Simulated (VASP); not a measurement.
TiC: electric field gradients with PBE

The system is TiC.

```
Ti C
1.0
    -0.02164    2.15318    2.15318
     2.15318   -0.02164    2.15318
     2.15318    2.15318   -0.02164
Ti C
1 1
Direct
  0.00000 0.00000 0.00000
  0.50000 0.50000 0.50000
```

This cell differs from its parent crystal: equal xy, yz and zx shear strains of -1 %.

* Program: VASP 6.6.1
* Task: electric field gradients
* Functional: PBE
* Potentials or basis: VASP PAW PBE potentials, release 64 (Ti_sv, C)
* Cutoff: 520 eV
* k mesh: 16 × 16 × 16
* Occupations: fermi-dirac, width 0.03 eV
* Spin: no spin polarisation
* Dipole correction: no
* Further INCAR settings: ALGO = Normal; EDIFF = 1e-08; NBANDS = 15

| Quantity | Value |
| --- | --- |
| Pressure | 1.1 GPa |
| Band gap on the k mesh | zero (band 8 reaches 10.23 eV, above the bottom of band 9 at 9.10 eV) |

Stress tensor (GPa, compression positive):
```
1.10 1.54 1.54
1.54 1.10 1.54
1.54 1.54 1.10
```

Levels at points of the mesh, in eV from the Fermi level:
```csv
k point,band 6,band 7,band 8,band 9,band 10,band 11
"(0.00, 0.00, 0.00)",0.65,0.65,0.79,1.64,1.64,1.73
"(0.50, 0.00, 0.00)",-5.84,-2.93,-2.80,2.87,2.96,4.10
"(0.50, 0.50, 0.00)",-3.43,-1.62,-0.10,0.04,2.72,3.53
"(0.50, 0.50, 0.50)",-5.84,-2.98,-2.98,2.97,2.97,4.18
```

Electric field gradients, principal values (V/Å²):
```
atom   least  middle  greatest (by size)
1 Ti  -0.345  -0.345               0.690
 2 C  -0.586  -0.586               1.171
```

Run time: 48 s on 1 thread of Intel(R) Xeon(R) 6975P-C (Granite Rapids), with other jobs on the host, peak memory 0.24 GiB.

Caveat: the cell differs from its parent crystal (equal xy, yz and zx shear strains of -1 %); without QUAD_EFG the Cq values of the log hold for a quadrupole moment of 1 mb, not for the nuclei.
